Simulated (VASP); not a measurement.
Here is a VASP 6.6.1 calculation.

The input INCAR:

```
SYSTEM = Hf
PREC = Accurate
ENCUT = 520
EDIFF = 1E-7
ISMEAR = 0
SIGMA = 0.15
LREAL = .FALSE.
LASPH = .TRUE.
NELM = 100
ALGO = Normal
ISIF = 2
LWAVE = .FALSE.
LCHARG = .TRUE.
LELF = .TRUE.
LVHAR = .TRUE.
NBANDS = 11
```

The input KPOINTS:

```
regular mesh
0
G
  18 18 18
  0 0 0
```

Contents of POSCAR:

```
Hf
1.0
    0.0000000000      2.2200000000      2.2200000000
    2.2755000000      0.0000000000      2.2200000000
    2.2755000000      2.2200000000      0.0000000000
Hf
1
Direct
    0.0000000000      0.0000000000      0.0000000000
```

Potentials or basis: VASP PAW LDA potentials, release 64 (Hf_pv).

Launch:

```console
$ cat potpaw_LDA.64/Hf_pv/POTCAR > POTCAR
$ mpirun -np 1 vasp_std > vasp.out
```

Task: Predict the band gap on the k mesh.

Result: Zero (bands 5 and 6 overlap by 1.95 eV).

Task: What does it give for the pressure?

Result: -7.9 GPa.

Stress tensor (GPa, compression positive):
```
-8.84  0.00  0.00
 0.00 -7.50  0.00
 0.00  0.00 -7.50
```

Caveat: the cell differs from its parent crystal (strain +0.0250 x Voigt [1, 0, 0, 0, 0, 0]); the cell stands under tension; spin-orbit coupling is left out, which moves the levels of the heavy elements.
